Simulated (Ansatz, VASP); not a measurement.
**One calculation of KCl, two programs**

```
K Cl
1.0
     0.00000    3.08224    3.08224
     3.08224    0.00000    3.08224
     3.08224    3.08224    0.00000
K Cl
1 1
Direct
  0.00000 0.00000 0.00000
  0.50000 0.50000 0.50000
```

Change from the starting cell: volume scaled by 0.94.

Alike in both runs: task single point; functional LDA; k mesh 7 × 7 × 7; occupations fermi-dirac, width 0.05 eV; no spin polarisation.

```csv
,VASP,Ansatz
version,VASP 6.6.1,Ansatz 0.2.0
potentials or method,"VASP PAW LDA potentials, release 64 (K_sv, Cl), cutoff 520 eV","all-electron LAPW, scalar-relativistic"
```

```tsv
	VASP	Ansatz	Ansatz less VASP
gap on the k mesh at the Fermi level (eV)	4.96	4.95	-0.003
least direct gap on the mesh (eV)	4.96	4.95	-0.003
pressure (GPa)	-0.9	-0.9	-0.07
```

LDA's correlation is that of Perdew and Zunger in VASP and of Perdew and Wang (1992) in Ansatz. Ansatz ran all-electron here, and VASP with PAW potentials.
